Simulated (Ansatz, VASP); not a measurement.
## Two plane-wave programs on MoS2

Contents of INCAR:

```
  ALGO = Normal
  EDIFF = 1E-6
  ENCUT = 520
  GGA = PE
  ISIF = 2
  ISMEAR = 0
  IVDW = 12
  LASPH = T
  LCHARG = F
  LREAL = F
  LWAVE = F
  NBANDS = 20
  NELM = 60
  PREC = Accurate
  SIGMA = 0.05
```

File KPOINTS:

```
k-points
0
Gamma
  12 12 4
```

The input POSCAR:

```
MoS2
1.0
    3.1497239970      0.0000000000      0.0078743100
   -1.5748619985      2.7277409963     -0.0039371550
    0.0166188567      0.0000000000      6.6475426602
Mo S
1 2
Direct
    0.0000000000      0.0000000000      0.0000000000
    0.3333333333      0.6666666667      0.2356692374
    0.3333333333      0.6666666667      0.7643307626
```

Input for Ansatz:

```yaml
crystal:
  lattice:
    - [3.149723997, 0.0, 0.00787431]
    - [-1.5748619985, 2.7277409963, -0.003937155]
    - [0.0166188567, 0.0, 6.6475426602]
  atoms:
    - { symbol: Mo, position: [0.0, 0.0, 0.0] }
    - { symbol: S, position: [0.3333333333, 0.6666666667, 0.2356692374] }
    - { symbol: S, position: [0.3333333333, 0.6666666667, 0.7643307626] }
basis:
  ecutwfc: 420
kpoints:
  mp_grid: { grid: [12, 12, 4] }
hamiltonian:
  xc: pbe
  dispersion: d3bj
scf:
  occupations: { method: gaussian, width: 0.05 }
output:
  forces: true
  stress: true
  eigenvalues: true
```

Change from the starting cell: strain +0.0050 x Voigt [0, 0, 0, 0, 1, 0], atoms carried along.

Alike in both runs: task single point; functional PBE; dispersion D3(BJ); k mesh 12 × 12 × 4; occupations gaussian, width 0.05 eV; no spin polarisation.

```csv
,VASP,Ansatz
version,VASP 6.6.1,Ansatz 0.2.0
potentials or method,"VASP PAW PBE potentials, release 64 (Mo_sv, S), cutoff 520 eV","scalar-relativistic, plane waves, PAW"
valence electrons in the cell,26,26
```

```csv
,VASP,Ansatz,Ansatz less VASP
gap on the k mesh at the Fermi level (eV),1.22,1.21,-0.011
least direct gap on the mesh (eV),1.76,1.76,-0.004
pressure (GPa),-0.1,0.0,+0.13
"traceless stress, the component that is largest in VASP (GPa)",-0.63,-0.63,-0.002
rms of the force components (eV/Å),0.035,0.035,-0.0002
```

Atom by atom the forces differ by 0.006 eV/Å (rms over components).
